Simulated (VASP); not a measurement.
# AlN (F-43m) in VASP: notebook, part 2 of 2

VASP 6.6.1. Earlier steps stand in the parts before.

## 4. Relaxation of cell and atoms, PBEsol

This run uses another cell than the first one, of 10.42 Å³/atom, 1.154 times its volume.

The input, INCAR:

```
PREC = Accurate
ENCUT = 600
EDIFF = 1E-7
ISMEAR = 0
SIGMA = 0.01
LREAL = F
LASPH = T
NELM = 80
ALGO = Normal
ISIF = 3
LWAVE = F
LCHARG = F
GGA = PS
IBRION = 2
NSW = 80
EDIFFG = -0.05
```

The input, KPOINTS:

```
Automatic mesh
0
Gamma
  8 8 8
```

The input, POSCAR:

```
AlN
1.0
    0.0000000000      2.1839940000      2.1839940000
    2.1839940000      0.0000000000      2.1839940000
    2.1839940000      2.1839940000      0.0000000000
Al N
1 1
Direct
    0.0000000000      0.0000000000      0.0000000000
    0.7500000000      0.7500000000      0.7500000000
```

Potentials or basis: VASP PAW PBE potentials, release 64 (Al, N).

Command:

```bash
$ cat potpaw_PBE.64/Al/POTCAR potpaw_PBE.64/N/POTCAR > POTCAR
$ mpirun -np 1 vasp_std > vasp.out
```

OUTCAR:

```text
PREC = Accurate
   ENCUT = 600
   EDIFF = 1E-7
   ISMEAR = 0
   LREAL = F
   LASPH = T
   NELM = 80
   ISIF = 3
   GGA = PS
   IBRION = 2
   NSW = 80
   EDIFFG = -0.05

 ion  position               nearest neighbor table
   1  0.000  0.000  0.000-   2 1.89   2 1.89   2 1.89   2 1.89
   2  0.750  0.750  0.750-   1 1.89   1 1.89   1 1.89   1 1.89

  LATTYP: Found a face centered cubic cell.
 ALAT       =     4.3679880000

  Lattice vectors:

 A1 = (   0.0000000000,   2.1839940000,   2.1839940000)
 A2 = (   2.1839940000,   0.0000000000,   2.1839940000)
 A3 = (   2.1839940000,   2.1839940000,   0.0000000000)

Analysis of symmetry for initial positions (statically):
=====================================================================
 Subroutine PRICEL returns:
 Original cell was already a primitive cell.

[... 252 lines left out ...]

 E-fermi :   5.9414     XC(G=0): -11.1035

 val. band max:        5.8223655319   @ k =   0.0000   0.0000   0.0000
 cond. band min:       9.0068351446   @ k =   0.5000   0.5000   0.0000
 fundamental gap:      3.1844696127
 Fermi energy:         5.9414175017

 k-point     1 :       0.0000    0.0000    0.0000
  band No.  band energies     occupation
      1      -9.1022      2.00000
      2       5.8224      2.00000
      3       5.8224      2.00000
      4       5.8224      2.00000
      5       9.9036      0.00000
      6      18.2337      0.00000
      7      18.2337      0.00000
      8      18.2337      0.00000
[... 243 lines left out ...]
 k-point    24 :      -0.3750    0.2500    0.1250
  band No.  band energies     occupation
      1      -6.7131      2.00000
      2       0.6503      2.00000
      3       3.5836      2.00000
      4       4.6971      2.00000
      5      12.7942      0.00000
      6      14.9262      0.00000
      7      17.8422      0.00000
      8      18.3607      0.00000

 [... further k-points ...]
[... 5 lines left out ...]
  --------------------------------------------------------------------------------------
  -------------------------------------------------------------------------------------
  Total        0.0009261      0.0009261      0.0009261      0.0000000      0.0000000      0.0000000
  in kB        0.0707963      0.0707963      0.0707963      0.0000000      0.0000000      0.0000000
  external PRESSURE =       0.0707963 kB  Pullay stress =       0.0000000 kB
[... 17 lines left out ...]
  FREE ENERGIE OF THE ION-ELECTRON SYSTEM (eV)
  ---------------------------------------------------
  free  energy   TOTEN  =       -15.6127027675 eV

  energy  without entropy=      -15.6127027675  energy(sigma->0) =      -15.61270277

 reached required accuracy - stopping structural energy minimisation
```

Run time: 39 s. Hardware: 1 thread of AMD EPYC 7R13, shared host; peak memory 0.12 GiB.

What came out:

```yaml
Free_energy: -15.6127 eV
Relaxed_volume: 10.48 Å³/atom
Relaxed_cell: a = 3.095 Å, b = 3.095 Å, c = 3.095 Å, α = 60.00°, β = 60.00°, γ = 60.00°
Space_group_after_relaxing_to_0.05_Å: F-43m (No. 216)
Energy_gained_by_relaxing: 0.2 meV/atom
Ionic_steps: 3
Pressure_after_relaxing: 0.0 GPa
Band_gap_on_the_k_mesh: 3.18 eV, indirect (least direct gap 4.08 eV)
```

Step by step:
```
step  energy change (eV)  largest force (eV/Å)  pressure (GPa)  volume (Å³)
   1              0.0000                0.0000            1.21        20.83
   2             -0.0001                0.0000           -1.08        21.07
   3             -0.0005                0.0000            0.01        20.96
```

Final structure:
```
CELL_PARAMETERS angstrom
0.00000 2.18829 2.18829
2.18829 0.00000 2.18829
2.18829 2.18829 0.00000
ATOMIC_POSITIONS crystal
Al 0.00000 0.00000 0.00000
N 0.75000 0.75000 0.75000
```

Levels at points of the mesh, in eV from the valence-band top:
```
           k point  band 1  band 2  band 3  band 4  band 5  band 6  band 7  band 8
(0.00, 0.00, 0.00)  -14.92    0.00    0.00    0.00    4.08   12.41   12.41   12.41
(0.50, 0.00, 0.00)  -12.86   -5.89   -0.48   -0.48    7.23    9.73   11.00   11.00
(0.50, 0.50, 0.00)  -12.22   -4.93   -1.78   -1.78    3.18    8.45   13.79   15.55
```

Caveat: the PAW data sets were made with another functional, which shifts forces and pressure a little.

## 5. Relaxation of cell and atoms, PBEsol, target pressure 10 GPa, at which the enthalpy is minimised

This run uses another cell than the first one, of 10.42 Å³/atom, 1.154 times its volume.

The input, INCAR:

```
SYSTEM = AlN
  PREC = Accurate
  ENCUT = 600
  EDIFF = 1E-7
  ISMEAR = 0
  SIGMA = 0.01
  LREAL = .FALSE.
  LASPH = .TRUE.
  NELM = 100
  ALGO = Normal
  ISIF = 3
  LWAVE = .FALSE.
  LCHARG = .FALSE.
  GGA = PS
  IBRION = 2
  NSW = 80
  EDIFFG = -0.05
  PSTRESS = 100.0
```

The input, KPOINTS:

```
regular mesh
0
G
  8 8 8
  0 0 0
```

POSCAR is that of step 4.

Command:

```bash
$ cat potpaw_PBE.64/Al/POTCAR potpaw_PBE.64/N/POTCAR > POTCAR
$ mpirun -np 1 vasp_std > vasp.out
```

It took 41 s on 1 thread of AMD EPYC 7R13, shared host; peak memory 0.12 GiB.

It converged, with:

| Quantity | Value |
| --- | --- |
| Free energy | -15.5852 eV |
| Relaxed volume | 10.02 Å³/atom |
| Relaxed cell | a = 3.049 Å, b = 3.049 Å, c = 3.049 Å, α = 60.00°, β = 60.00°, γ = 60.00° |
| Space group after relaxing (to 0.05 Å) | F-43m (No. 216) |
| Energy change on relaxing (the enthalpy is what falls) | +13.5 meV/atom |
| Ionic steps | 3 |
| Pressure after relaxing | 9.9 GPa |
| Band gap on the k mesh | 3.20 eV, indirect (least direct gap 4.48 eV) |

Step by step:
| step | energy change (eV) | largest force (eV/Å) | pressure (GPa) | volume (Å³) |
| --- | --- | --- | --- | --- |
| 1 | 0.0000 | 0.0000 | 1.21 | 20.83 |
| 2 | 0.1123 | 0.0000 | 21.63 | 19.16 |
| 3 | 0.0270 | 0.0000 | 9.92 | 20.04 |

Final structure:
```xyz
2
Lattice="0.0000 2.1557 2.1557 2.1557 0.0000 2.1557 2.1557 2.1557 0.0000" Properties=species:S:1:pos:R:3 pbc="T T T"
Al    0.0000    0.0000    0.0000
N     3.2336    3.2336    3.2336
```

Levels at points of the mesh, in eV from the valence-band top:
```
           k point  band 2  band 3  band 4  band 5  band 6  band 7
(0.00, 0.00, 0.00)    0.00    0.00    0.00    4.48   12.86   12.86
(0.50, 0.00, 0.00)   -6.08   -0.49   -0.49    7.64   10.03   11.28
(0.50, 0.50, 0.00)   -5.07   -1.83   -1.83    3.20    8.72   14.42
```

Caveat: the cell is relaxed towards a set pressure, so the enthalpy falls and the energy may rise; the PAW data sets were made with another functional, which shifts forces and pressure a little. A k mesh can miss the band edges.

## 6. Relaxation of cell and atoms, PBEsol, target pressure 20 GPa, at which the enthalpy is minimised

This run uses another cell than the first one, of 10.42 Å³/atom, 1.154 times its volume.

The input, INCAR:

```
ALGO = Normal
EDIFF = 1E-7
EDIFFG = -0.05
ENCUT = 600
GGA = PS
IBRION = 2
ISIF = 3
ISMEAR = 0
LASPH = T
LCHARG = F
LREAL = F
LWAVE = F
NELM = 60
NSW = 80
PREC = Accurate
PSTRESS = 200.0
SIGMA = 0.01
```

The input, KPOINTS:

```
k-points
0
Gamma
  8 8 8
```

POSCAR is that of step 5.

Potentials or basis: VASP PAW PBE potentials, release 64 (Al, N).

Command:

```bash
$ cat potpaw_PBE.64/Al/POTCAR potpaw_PBE.64/N/POTCAR > POTCAR
$ mpirun -np 1 vasp_std > vasp.out
```

Wall time 46 s (1 thread of AMD EPYC 7R13, shared host); peak memory 0.13 GiB.

It converged, with:

- Free energy: -15.5191 eV
- Relaxed volume: 9.65 Å³/atom
- Relaxed cell: a = 3.011 Å, b = 3.011 Å, c = 3.011 Å, α = 60.00°, β = 60.00°, γ = 60.00°
- Space group after relaxing (to 0.05 Å): F-43m (No. 216)
- Energy change on relaxing (the enthalpy is what falls): +46.6 meV/atom
- Ionic steps: 3
- Pressure after relaxing: 19.5 GPa
- Band gap on the k mesh: 3.22 eV, indirect (least direct gap 4.82 eV)

The path:
```tsv
step	energy change (eV)	largest force (eV/Å)	pressure (GPa)	volume (Å³)
1	0.0000	0.0000	1.21	20.83
2	0.5272	0.0000	54.89	17.36
3	0.0931	0.0000	19.45	19.31
```

Final structure:
```
Al N
1.0
     0.00000    2.12928    2.12928
     2.12928    0.00000    2.12928
     2.12928    2.12928    0.00000
Al N
1 1
Direct
  0.00000 0.00000 0.00000
  0.75000 0.75000 0.75000
```

Levels at points of the mesh, in eV from the valence-band top:
```csv
k point,band 1,band 2,band 3,band 4,band 5,band 6,band 7,band 8
"(0.00, 0.00, 0.00)",-15.42,0.00,0.00,0.00,4.82,13.23,13.23,13.23
"(0.50, 0.00, 0.00)",-13.09,-6.24,-0.49,-0.49,7.98,10.29,11.51,11.51
"(0.50, 0.50, 0.00)",-12.37,-5.19,-1.87,-1.87,3.22,8.94,14.95,16.58
```

Caveat: the cell is relaxed towards a set pressure, so the enthalpy falls and the energy may rise; the PAW data sets were made with another functional, which shifts forces and pressure a little.

## 7. Overview

| task | cell | cutoff (eV) | gap on the mesh (eV) | pressure (GPa) |
| --- | --- | --- | --- | --- |
| single point | a = 2.945 Å, angles 60.0°, 2 atoms | 520 | 3.24 | 40.4 |
| single point | a = 3.095 Å, angles 60.0°, 2 atoms | 520 | 3.18 | 0.0 |
| relaxation of cell and atoms | relaxed from a = 3.089 Å, angles 60.0°, 2 atoms | 600 | 3.18 | 0.0 |
| relaxation of cell and atoms | relaxed to 10 GPa from a = 3.089 Å, angles 60.0°, 2 atoms | 600 | 3.20 | 9.9 |
| relaxation of cell and atoms | relaxed to 20 GPa from a = 3.089 Å, angles 60.0°, 2 atoms | 600 | 3.22 | 19.5 |

Alike in all rows: level PBEsol; potentials or basis VASP PAW PBE potentials, release 64 (Al, N); no spin polarisation; k mesh 8 × 8 × 8; smearing gaussian 0.01 eV.

Caveats: the PAW data sets were made with another functional, which shifts forces and pressure a little; the cell is relaxed towards a set pressure, so the enthalpy falls and the energy may rise (some runs).

Absolute energies hang on the potentials; compare differences alone.
